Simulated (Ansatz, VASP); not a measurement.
## SiO2 in VASP and in Ansatz

```xyz
6
Lattice="-2.4453 2.4453 3.7440 2.4453 -2.4453 3.7440 2.4453 2.4453 -3.7440" Properties=species:S:1:pos:R:3 pbc="T T T"
Si    0.0000    0.0000    0.0000
Si    0.0000    2.4453    1.8720
O     1.2226    3.0487    2.8080
O     0.6034    1.2226    0.9360
O    -1.2226    1.8419    2.8080
O    -0.6034    3.6679    0.9360
```

Change from the starting cell: equal xx and yy strain of +3 %, PAW files.

Alike in both runs: task electric field gradients; functional PBE; k mesh 7 × 7 × 7; occupations fermi-dirac, width 0.03 eV; no spin polarisation.

|  | VASP | Ansatz |
| --- | --- | --- |
| version | VASP 6.6.1 | Ansatz 0.2.0 |
| potentials or method | VASP PAW PBE potentials, release 64 (Si, O) | PAW with Ansatz's default frozen-core files, scalar-relativistic |
| plane-wave cutoff (eV) | 520 | 420 |
| valence electrons in the cell | 32 | 32 |

|  | VASP | Ansatz | Ansatz less VASP |
| --- | --- | --- | --- |
| gap on the k mesh at the Fermi level (eV) | 5.66 | 5.66 | +0.006 |
| pressure (GPa) | -5.5 | -5.6 | -0.09 |
| traceless stress, the component that is largest in VASP (GPa) | -0.20 | -0.24 | -0.037 |
| rms of the force components (eV/Å) | 0.286 | 0.285 | -0.0004 |
| size of Vzz on the site where it differs most (V/Å²) | 94.0 | 97.1 | +3.11 |

Atom by atom the forces differ by 0.000 eV/Å (rms over components).
